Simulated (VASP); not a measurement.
CdS, 4 atoms in the cell. Symmetry: P6_3mc, No. 186, hexagonal system. Conventional cell: a = 4.189 Å, b = 4.189 Å, c = 6.838 Å, α = 90.00°, β = 90.00°, γ = 120.00°. Within 3.4 Å of Cd (site symmetry 3m) lie 4 S at 2.54 to 2.63 Å. Within 3.4 Å of S (site symmetry 3m) lie 4 Cd at 2.54 to 2.63 Å. 

```yaml
Program: VASP 6.6.1
Task: electric field gradients
Functional: PBEsol
Potentials_or_basis: VASP PAW PBE potentials, release 64 (Cd, S)
Cutoff: 520 eV
k_mesh: 7 × 7 × 4
Occupations: fermi-dirac, width 0.01 eV
Spin: no spin polarisation
Dipole_correction: no
Further_INCAR_settings: ALGO = Normal; EDIFF = 1e-08; NBANDS = 26
```

Potentials or basis: VASP PAW PBE potentials, release 64 (Cd, S).

Command:

```sh
$ cat potpaw_PBE.64/Cd/POTCAR potpaw_PBE.64/S/POTCAR > POTCAR
$ mpirun -np 1 vasp_std > vasp.out
```

Hardware: 1 thread of Intel Xeon 8259CL, on a shared host.

Estimate the wall time of this run.

Wall time 3.1 min on 1 thread of Intel Xeon 8259CL (shared host), peak memory 0.24 GiB. Counts: scf iterations 17, k points 24.
